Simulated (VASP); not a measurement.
# Si (Fd-3m) in VASP: relaxation of cell and atoms with LDA

Aim: the relaxation of cell and atoms of Si with LDA.

Program: VASP 6.6.1. These are calculated values, not measurements. Logs are shortened: lines on timing, memory, paths and dates and some standing lists are left out, and cuts for length are marked.

## 1. The cell of the first run

It takes space group Fd-3m (No. 227, cubic). Conventional cell: a = 5.402 Å, b = 5.402 Å, c = 5.402 Å, α = 90.00°, β = 90.00°, γ = 90.00°. Within 3.1 Å of Si (site symmetry -43m) lie 4 Si at 2.34 Å.

## 2. Relaxation of cell and atoms, LDA

Input file INCAR:

```
PREC = Accurate ; ENCUT = 600
EDIFF = 1E-6 ; ISMEAR = 0
SIGMA = 0.02 ; LREAL = False
LASPH = True ; NELM = 60
ALGO = Normal ; ISIF = 3
LWAVE = False ; LCHARG = False
IBRION = 2 ; NSW = 100
EDIFFG = -0.005
```

Input file KPOINTS:

```
Automatic mesh
0
Gamma
  12 12 12
```

Input file POSCAR:

```
Si
1.0
    0.0000000000      2.7009711377      2.7009711377
    2.7009711377      0.0000000000      2.7009711377
    2.7009711377      2.7009711377      0.0000000000
Si
2
Direct
    0.7500000000      0.7500000000      0.7500000000
    0.5000000000      0.5000000000      0.5000000000
```

Potentials or basis: VASP PAW LDA potentials, release 64 (Si).

Started as:

```bash
> cat potpaw_LDA.64/Si/POTCAR > POTCAR
> mpirun -np 1 vasp_std > vasp.out
```

OUTCAR:

```text
PREC = Accurate
   ENCUT = 600
   EDIFF = 1E-6
   ISMEAR = 0
   LREAL = False
   LASPH = True
   NELM = 60
   ISIF = 3
   IBRION = 2
   NSW = 100
   EDIFFG = -0.005

 ion  position               nearest neighbor table
   1  0.750  0.750  0.750-   2 2.34   2 2.34   2 2.34   2 2.34
   2  0.500  0.500  0.500-   1 2.34   1 2.34   1 2.34   1 2.34

  LATTYP: Found a face centered cubic cell.
 ALAT       =     5.4019422754

  Lattice vectors:

 A1 = (   0.0000000000,   2.7009711377,   2.7009711377)
 A2 = (   2.7009711377,   0.0000000000,   2.7009711377)
 A3 = (   2.7009711377,   2.7009711377,   0.0000000000)

Analysis of symmetry for initial positions (statically):
=====================================================================
 Subroutine PRICEL returns:
 Original cell was already a primitive cell.

 Routine SETGRP: Setting up the symmetry group for a
 face centered cubic supercell.

 Subroutine GETGRP returns: Found 48 space group operations
 (whereof 24 operations were pure point group operations)
 out of a pool of 48 trial point group operations.

The static configuration has the point symmetry T_d .
 The point group associated with its full space group is O_h .

Analysis of symmetry for dynamics (positions and initial velocities):
=====================================================================
 Subroutine PRICEL returns:
 Original cell was already a primitive cell.

 Routine SETGRP: Setting up the symmetry group for a
 face centered cubic supercell.

 Subroutine GETGRP returns: Found 48 space group operations
 (whereof 24 operations were pure point group operations)
 out of a pool of 48 trial point group operations.

The dynamic configuration has the point symmetry T_d .
 The point group associated with its full space group is O_h .

 Subroutine INISYM returns: Found 48 space group operations
 (whereof 24 operations are pure point group operations),
 and found     1 'primitive' translations

----------------------------------------------------------------------------------------

                                     Primitive cell

  volume of cell :      39.4085

  direct lattice vectors                    reciprocal lattice vectors
     0.000000000  2.700971138  2.700971138    -0.185118602  0.185118602  0.185118602
     2.700971138  0.000000000  2.700971138     0.185118602 -0.185118602  0.185118602
     2.700971138  2.700971138  0.000000000     0.185118602  0.185118602 -0.185118602

  length of vectors
     3.819750015  3.819750015  3.819750015     0.320634823  0.320634823  0.320634823

  position of ions in fractional coordinates (direct lattice)
     0.750000000  0.750000000  0.750000000
     0.500000000  0.500000000  0.500000000

  ion indices of the primitive-cell ions
   primitive index   ion index
                 1           1
                 2           2

----------------------------------------------------------------------------------------

 KPOINTS: Automatic mesh

Automatic generation of k-mesh.
 Grid dimensions read from file:
 generate k-points for:   12   12   12

 Generating k-lattice:

  Cartesian coordinates                     Fractional coordinates (reciprocal lattice)
    -0.015426550  0.015426550  0.015426550     0.083333333  0.000000000  0.000000000
     0.015426550 -0.015426550  0.015426550     0.000000000  0.083333333  0.000000000
     0.015426550  0.015426550 -0.015426550     0.000000000  0.000000000  0.083333333

  Length of vectors
     0.026719569  0.026719569  0.026719569

  Shift w.r.t. Gamma in fractional coordinates (k-lattice)
     0.000000000  0.000000000  0.000000000

 Subroutine IBZKPT returns following result:
 ===========================================

 Found     72 irreducible k-points:

 Following reciprocal coordinates:
            Coordinates               Weight
  0.000000  0.000000  0.000000      1.000000
  0.083333  0.000000  0.000000      8.000000
  0.166667  0.000000  0.000000      8.000000
  0.250000  0.000000  0.000000      8.000000
  0.333333  0.000000  0.000000      8.000000
  0.416667  0.000000  0.000000      8.000000
[... 16 lines left out ...]
  0.500000  0.166667  0.000000     24.000000
 -0.416667  0.166667  0.000000     24.000000
 [... further k-points ...]
   k-points           NKPTS =     72   k-points in BZ     NKDIM =     72   number of bands    NBANDS=      8
   number of dos      NEDOS =    301   number of ions     NIONS =      2
   total plane-waves  NPLWV =  32768
   dimension x,y,z NGX =    32 NGY =   32 NGZ =   32
   dimension x,y,z NGXF=    64 NGYF=   64 NGZF=   64
   ions per type =               2
   NGX,Y,Z   is equivalent  to a cutoff of  13.93, 13.93, 13.93 a.u.
   NGXF,Y,Z  is equivalent  to a cutoff of  27.85, 27.85, 27.85 a.u.
 SYSTEM =  unknown system
   PREC   = accura    normal or accurate (medium, high low for compatibility)
   ISTART =      0    job   : 0-new  1-cont  2-samecut
   ICHARG =      2    charge: 1-file 2-atom 10-const
   ISPIN  =      1    spin polarized calculation?
   LNONCOLLINEAR =      F non collinear calculations
   LSORBIT =      F    spin-orbit coupling
   LASPH  =      T    aspherical Exc in radial PAW
   ENCUT  =  600.0 eV  44.10 Ry    6.64 a.u.   7.63  7.63  7.63*2*pi/ulx,y,z
   NELM   =     60;   NELMIN=  2; NELMDL= -5     # of ELM steps
   EDIFF  = 0.1E-05   stopping-criterion for ELM
   LREAL  =      F    real-space projection
   EDIFFG = -.5E-02   stopping-criterion for IOM
   NSW    =    100    number of steps for IOM
   IBRION =      2    ionic relax: 0-MD 1-quasi-New 2-CG
   NFREE  =      1    steps in history (QN), initial steepest desc. (CG)
   ISIF   =      3    stress and relaxation
   ISYM   =      2    0-nonsym 1-usesym 2-fastsym
   POTIM  = 0.5000    time-step for ionic-motion
   TEBEG  =    0.0;   TEEND  =   0.0 temperature during run
   PSTRESS=    0.0 pullay stress
   NELECT =       8.0000    total number of electrons
   NUPDOWN=      -1.0000    fix difference up-down
   EMIN   =  10.00;   EMAX   =-10.00  energy-range for DOS
   EFERMI =   0.00;   METHOD = LEGACY
   ISMEAR =     0;   SIGMA  =   0.02  broadening in eV -4-tet -1-fermi 0-gaus
   EFERMI_NEDOS =   21; number of points for ismear=-14 and -15
   IALGO  =     38    algorithm
   IMIX   =      4    mixing-type and parameters
     AMIX     =   0.40;   BMIX     =  1.00
     AMIX_MAG =   1.60;   BMIX_MAG =  1.00
  volume/ion in A,a.u.               =      19.70       132.97
  Fermi-wavevector in a.u.,A,eV,Ry     =   0.962147  1.818195 12.595285  0.925727
  Thomas-Fermi vector in A             =   2.091581
   LORBIT       =      0    0 simple, 1 ext, 2 COOP (PROOUT), +10 PAW based schemes
   GGA     = CA    functional components
   LHFCALC =     F    Hartree Fock is set to
   AEXX    =    0.0000 exact exchange contribution
   IVDW    =     0    specifies the selected vdW correction
   LEPSILON=     F    determine dielectric tensor
   LRPA    =     F    only Hartree local field effects (RPA)
 conjugate gradient relaxation of ions
 non-spin polarized calculation
 Gauss-broadening in eV      SIGMA  =   0.02
  energy-cutoff  :      600.00
  volume of cell :       39.41
 maximum number of plane-waves:      1363
   NGX = 15   NGY = 15   NGZ = 15

--------------------------------------- Ionic step        1  -------------------------------------------

 number of electron       7.9999999 magnetization

 Free energy of the ion-electron system (eV)
  ---------------------------------------------------
  ext. energy  EPLUGINS =         0.00000000
  ---------------------------------------------------
  free energy    TOTEN  =       -11.91994445 eV

  energy without entropy =      -11.91994445  energy(sigma->0) =      -11.91994445

------------------------ aborting loop because EDIFF is reached ----------------------------------------

  FORCE on cell =-STRESS in cart. coord.  units (eV):
  Direction    XX          YY          ZZ          XY          YZ          ZX
  --------------------------------------------------------------------------------------
  -------------------------------------------------------------------------------------
  Total        0.0136450      0.0136450      0.0136450     -0.0000000     -0.0000000      0.0000000
  in kB        0.5547477      0.5547477      0.5547477     -0.0000000     -0.0000000      0.0000000
  external PRESSURE =       0.5547477 kB  Pullay stress =       0.0000000 kB

 VOLUME and BASIS-vectors are now :
 -----------------------------------------------------------------------------
  energy-cutoff  :      600.00
  volume of cell :       39.41
      direct lattice vectors                 reciprocal lattice vectors
     0.000000000  2.700971138  2.700971138    -0.185118602  0.185118602  0.185118602
     2.700971138  0.000000000  2.700971138     0.185118602 -0.185118602  0.185118602
     2.700971138  2.700971138  0.000000000     0.185118602  0.185118602 -0.185118602
[... 37 lines left out ...]
 POSITION                                       TOTAL-FORCE (eV/Angst)
 -----------------------------------------------------------------------------------
      4.05279      4.05279      4.05279         0.000000      0.000000      0.000000
      2.70186      2.70186      2.70186        -0.000000     -0.000000     -0.000000
 -----------------------------------------------------------------------------------
    total drift:                               -0.000000     -0.000000     -0.000000

  FREE ENERGIE OF THE ION-ELECTRON SYSTEM (eV)
  ---------------------------------------------------
  free  energy   TOTEN  =       -11.9199461034 eV

  energy  without entropy=      -11.9199461034  energy(sigma->0) =      -11.91994610

--------------------------------------- Ionic step        3  -------------------------------------------

 number of electron       7.9999999 magnetization

 Free energy of the ion-electron system (eV)
  ---------------------------------------------------
  ext. energy  EPLUGINS =         0.00000000
  ---------------------------------------------------
  free energy    TOTEN  =       -11.91994861 eV

  energy without entropy =      -11.91994861  energy(sigma->0) =      -11.91994861

 E-fermi :   6.0132     XC(G=0):  -9.6634

 val. band max:        5.9277654820   @ k =   0.0000   0.0000   0.0000
 cond. band min:       6.3704799074   @ k =   0.4167   0.4167   0.0000
 fundamental gap:      0.4427144254
 Fermi energy:         6.0131546158

 k-point     1 :       0.0000    0.0000    0.0000
  band No.  band energies     occupation
      1      -6.1349      2.00000
      2       5.9278      2.00000
      3       5.9278      2.00000
      4       5.9278      2.00000
      5       8.4583      0.00000
      6       8.4583      0.00000
      7       8.4583      0.00000
      8       9.3137      0.00000

 k-point     2 :       0.0833    0.0000    0.0000
  band No.  band energies     occupation
      1      -6.0427      2.00000
      2       5.0588      2.00000
      3       5.7813      2.00000
      4       5.7813      2.00000
      5       8.5034      0.00000
      6       8.6732      0.00000
      7       8.6732      0.00000
      8       9.9700      0.00000
[... 221 lines left out ...]
 k-point    23 :       0.5000    0.1667    0.0000
  band No.  band energies     occupation
      1      -3.6005      2.00000
      2      -0.7501      2.00000
      3       3.1026      2.00000
      4       4.1277      2.00000
      5       7.8831      0.00000
      6      10.0007      0.00000
      7      10.5140      0.00000
      8      12.3014      0.00000

 k-point    24 :      -0.4167    0.1667    0.0000
  band No.  band energies     occupation
      1      -3.4819      2.00000
      2      -0.9147      2.00000
      3       2.8836      2.00000
      4       4.3158      2.00000
      5       8.0357      0.00000
      6       9.9452      0.00000
      7      10.2844      0.00000
      8      13.8589      0.00000

 [... further k-points ...]
[... 5 lines left out ...]
  --------------------------------------------------------------------------------------
  -------------------------------------------------------------------------------------
  Total       -0.0041569     -0.0041569     -0.0041569      0.0000000      0.0000000     -0.0000000
  in kB       -0.1689074     -0.1689074     -0.1689074      0.0000000      0.0000000     -0.0000000
  external PRESSURE =      -0.1689074 kB  Pullay stress =       0.0000000 kB

 VOLUME and BASIS-vectors are now :
 -----------------------------------------------------------------------------
  energy-cutoff  :      600.00
  volume of cell :       39.43
      direct lattice vectors                 reciprocal lattice vectors
    -0.000000000  2.701483061  2.701483061    -0.185083522  0.185083522  0.185083522
     2.701483061 -0.000000000  2.701483061     0.185083522 -0.185083522  0.185083522
     2.701483061  2.701483061  0.000000000     0.185083522  0.185083522 -0.185083522

 POSITION                                       TOTAL-FORCE (eV/Angst)
 -----------------------------------------------------------------------------------
      4.05222      4.05222      4.05222         0.000000      0.000000      0.000000
      2.70148      2.70148      2.70148        -0.000000     -0.000000     -0.000000
 -----------------------------------------------------------------------------------
    total drift:                               -0.000000     -0.000000     -0.000000

  FREE ENERGIE OF THE ION-ELECTRON SYSTEM (eV)
  ---------------------------------------------------
  free  energy   TOTEN  =       -11.9199486101 eV

  energy  without entropy=      -11.9199486101  energy(sigma->0) =      -11.91994861

 reached required accuracy - stopping structural energy minimisation
```

Run time: 14 s. Hardware: 1 thread of AMD EPYC 9R45 (Zen 5), shared host; peak memory 0.12 GiB.

What came out:

```
Free energy                            : -11.9199 eV
Relaxed volume                         : 19.72 Å³/atom
Relaxed cell                           : a = 3.820 Å, b = 3.820 Å, c = 3.820 Å, α = 60.00°, β = 60.00°, γ = 60.00°
Space group after relaxing (to 0.05 Å) : Fd-3m (No. 227)
Energy gained by relaxing              : 0.0 meV/atom
Ionic steps                            : 3
Pressure after relaxing                : 0.0 GPa
Band gap on the k mesh                 : 0.44 eV, indirect (least direct gap 2.53 eV)
```

Final structure:
```
Si
1.0
     0.00000    2.70148    2.70148
     2.70148    0.00000    2.70148
     2.70148    2.70148    0.00000
Si
2
Direct
  0.75000 0.75000 0.75000
  0.50000 0.50000 0.50000
```
